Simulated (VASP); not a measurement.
A run of VASP 6.6.1:

File INCAR:

```
  PREC = Accurate
  ENCUT = 520
  EDIFF = 1E-6
  ISMEAR = -1
  SIGMA = 0.1
  LREAL = F
  LASPH = T
  NELM = 60
  ALGO = Normal
  ISIF = 2
  LWAVE = F
  LCHARG = F
  NBANDS = 25
```

The input KPOINTS:

```
Automatic mesh
0
Gamma
  10 10 6
```

Contents of POSCAR:

```
CuO
1.0
    2.4174451884     -1.7665409616      0.0000000000
    2.4174451884      1.7665409616      0.0000000000
   -0.8774659697      0.0000000000      5.2211375953
Cu O
2 2
Direct
    0.0000000000      0.5000000000      0.0000000000
    0.5000000000      0.0000000000      0.5000000000
    0.5816000000      0.4184000000      0.2500000000
    0.4184000000      0.5816000000      0.7500000000
```

Potentials or basis: VASP PAW LDA potentials, release 64 (Cu, O).

Command:

```bash
$ cat potpaw_LDA.64/Cu/POTCAR potpaw_LDA.64/O/POTCAR > POTCAR
$ mpirun -np 1 vasp_std > vasp.out
```

Hardware: 1 thread of Intel(R) Xeon(R) 6975P-C (Granite Rapids) (shared host).

Problem. How long does it take, and how much memory?

Solution. Run time: 62 s on 1 thread of Intel(R) Xeon(R) 6975P-C (Granite Rapids) (shared host), peak memory 0.26 GiB. Counts: scf iterations 15, k points 172.
